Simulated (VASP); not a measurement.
Write the native input for VASP 6.6.1 that does the following.

| Quantity | Value |
| --- | --- |
| Task | single point |
| Functional | PBE |
| Potentials or basis | VASP PAW PBE potentials, release 64 (C, O, H) |
| Cutoff | 520 eV |
| k mesh | 2 × 2 × 1 |
| Occupations | fermi-dirac, width 0.05 eV |
| Spin | collinear spin, zero start |
| Starting moments | [0.0, 0.0, 0.0, 0.0, 0.0, 0.0, 0.0, 0.0, 0.0, 0.0, 0.0, 0.0, 0.0, 0.0, 0.0, 0.0, 0.0, 0.0, 0.0, 0.0] μB |
| Dipole correction | no |
| Further INCAR settings | LREAL = Auto; ALGO = Normal; EDIFF = 1e-06; NBANDS = 60 |

The structure of HC18O lies in POSCAR:

```
HC18O
1.0
    7.3980000000      0.0000000000      0.0000000000
   -3.6990000000      6.4068560000      0.0000000000
    0.0000000000      0.0000000000     12.0000000000
C O H
18 1 1
Direct
   -0.0010093961     -0.0055975973      0.0722904167
    0.2213607727      0.1063084608      0.0861881667
   -0.0009857513      0.3251644801      0.0722166667
    0.2214073420      0.4355875955      0.0861135833
   -0.0104598465      0.6550229941      0.1034273333
    0.2190339507      0.7697351088      0.0936609167
    0.3306296033     -0.0093320343      0.0853534167
    0.5529763262      0.1020010439      0.0725857500
    0.3308855970      0.3257844409      0.0967648333
    0.5660587140      0.4433742541      0.1156299167
    0.3306344561      0.6606430674      0.0853605833
    0.5530212999      0.7715570632      0.0725864167
    0.6648712568     -0.0072864132      0.0675911667
    0.8867881484      0.1036503708      0.0672616667
    0.6665546958      0.3223389132      0.0738520833
    0.8851338910      0.4315438025      0.0728114167
    0.6665837070      0.6647959623      0.0737317500
    0.8849811643      0.7740442426      0.0728112500
    0.6340018217      0.4762001831      0.2281805000
    0.8828564492      0.6014514764      0.1953319167
```

The input as run:

INCAR

```
SYSTEM = HC18O
PREC = Accurate
ENCUT = 520
EDIFF = 1E-6
ISMEAR = -1
SIGMA = 0.05
LREAL = Auto
LASPH = .TRUE.
NELM = 150
ALGO = Normal
ISIF = 2
LWAVE = .FALSE.
LCHARG = .FALSE.
ISPIN = 2
MAGMOM = 0 0 0 0 0 0 0 0 0 0 0 0 0 0 0 0 0 0 0 0
LORBIT = 11
GGA = PE
NBANDS = 60
```

KPOINTS

```
regular mesh
0
G
  2 2 1
  0 0 0
```

Potentials or basis: VASP PAW PBE potentials, release 64 (C, O, H).

Command:

```bash
$ cat potpaw_PBE.64/C/POTCAR potpaw_PBE.64/O/POTCAR potpaw_PBE.64/H/POTCAR > POTCAR
$ mpirun -np 1 vasp_std > vasp.out
```

Results of the run:

```yaml
Largest_force: 0.216 eV/Å
Net_moment: 0.00 μB per cell
Valence_electrons_inside_the_program's_atomic_spheres: C 2.65, 2.63, 2.61, 2.53, 2.66; O 4.96; H 0.50
```

Caveat: the k points lie up to 0.49 Å⁻¹ apart.

It took 10 min on 1 thread of Intel(R) Xeon(R) Platinum 8488C (Sapphire Rapids), on a shared host, peak memory 0.89 GiB.
